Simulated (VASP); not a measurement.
A run of VASP 6.6.1 is set up as follows.

INCAR

```
  ALGO = Normal
  EDIFF = 1E-7
  EDIFFG = -0.002
  ENCUT = 520
  GGA = PS
  GGA_COMPAT = F
  IBRION = 2
  ISIF = 2
  ISMEAR = 0
  LASPH = T
  LCHARG = F
  LREAL = F
  LWAVE = F
  NELM = 120
  NELMIN = 4
  NSW = 60
  PREC = Accurate
  SIGMA = 0.02
```

The input KPOINTS:

```
k-points
0
Gamma
  6 6 6
```

The input POSCAR:

```
MgS
1.0
    0.0480937396      2.8581686983      2.8581686983
    2.8581686983      0.0480937396      2.8581686983
    2.8581686983      2.8581686983      0.0480937396
Mg S
1 1
Direct
    0.0015218823      0.0015218823      0.0015218823
    0.2484781177      0.2484781177      0.2484781177
```

Potentials or basis: VASP PAW PBE potentials, release 64 (Mg, S).

Launch:

```sh
$ cat potpaw_PBE.64/Mg/POTCAR potpaw_PBE.64/S/POTCAR > POTCAR
$ mpirun -np 1 vasp_std > vasp.out
```

(1) Predict the energy gained by relaxing.

(2) Predict the band gap on the k mesh.

## Answers

(1) 0.0 meV/atom.

(2) 3.22 eV, direct.

Caveat: the cell differs from its parent crystal (strained cell).
